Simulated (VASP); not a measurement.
Wanted: the native input for a VASP 6.6.1 run.

| Quantity | Value |
| --- | --- |
| Task | single point |
| Functional | LDA |
| Potentials or basis | VASP PAW LDA potentials, release 64 (Sb) |
| Cutoff | 520 eV |
| k mesh | 12 × 12 × 12 |
| Occupations | fermi-dirac, width 0.136057 eV |
| Spin | no spin polarisation |
| Dipole correction | no |
| Further INCAR settings | ALGO = Normal; EDIFF = 1e-07; NBANDS = 8 |

The structure of Sb lies in POSCAR:

```
Sb
1.0
   -1.8540209595      1.8540209595      1.8540209595
    1.8540209595     -1.8540209595      1.8540209595
    1.8540209595      1.8540209595     -1.8540209595
Sb
1
Direct
    0.0000000000      0.0000000000      0.0000000000
```

These files were run (other wordings do the same):

INCAR

```
SYSTEM = Sb
PREC = Accurate
ENCUT = 520
EDIFF = 1E-7
ISMEAR = -1
SIGMA = 0.13605693000000002
LREAL = .FALSE.
LASPH = .TRUE.
NELM = 100
ALGO = Normal
ISIF = 2
LWAVE = .FALSE.
LCHARG = .FALSE.
GGA = CA
NBANDS = 8
```

KPOINTS

```
regular mesh
0
G
  12 12 12
  0 0 0
```

Potentials or basis: VASP PAW LDA potentials, release 64 (Sb).

The run is started by

```sh
$ cat potpaw_LDA.64/Sb/POTCAR > POTCAR
$ mpirun -np 1 vasp_std > vasp.out
```

Results of the run:

```json
{"Pressure": "0.2 GPa"}
```

Run time: 4 s on 1 thread of AMD EPYC 9R45 (Zen 5) (shared host), peak memory 0.1 GiB.
